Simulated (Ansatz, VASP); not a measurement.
One calculation of SnSe, two programs

```
CELL_PARAMETERS angstrom
4.52469 0.00000 0.00000
0.00000 4.52469 0.00000
0.00000 0.00000 9.86138
ATOMIC_POSITIONS crystal
Sn 0.50000 0.00000 0.37139
Sn 0.00000 0.50000 0.62861
Se 0.50000 0.00000 0.61509
Se 0.00000 0.50000 0.38491
```

Alike in both runs: task single point; functional r2SCAN; k mesh 8 × 8 × 4; occupations gaussian, width 0.05 eV; no spin polarisation.

|  | VASP | Ansatz |
| --- | --- | --- |
| version | VASP 6.6.1 | Ansatz 0.2.0 |
| potentials or method | VASP PAW PBE potentials, release 64 (Sn_d, Se), cutoff 520 eV | scalar-relativistic, plane waves, PAW |
| valence electrons in the cell | 40 | 60 |

|  | VASP | Ansatz | Ansatz less VASP |
| --- | --- | --- | --- |
| gap on the k mesh at the Fermi level (eV) | 1.71 | 1.71 | +0.007 |
| least direct gap on the mesh (eV) | 1.71 | 1.71 | +0.007 |
| rms of the force components (eV/Å) | 1.394 | 1.381 | -0.0129 |

VASP's potentials were made for PBE, not for r2SCAN. Atom by atom the forces differ by 0.013 eV/Å (rms over components). VASP's potentials hold 40 valence electrons a cell and Ansatz's 60, so a difference there can come from the potentials and not from the codes.
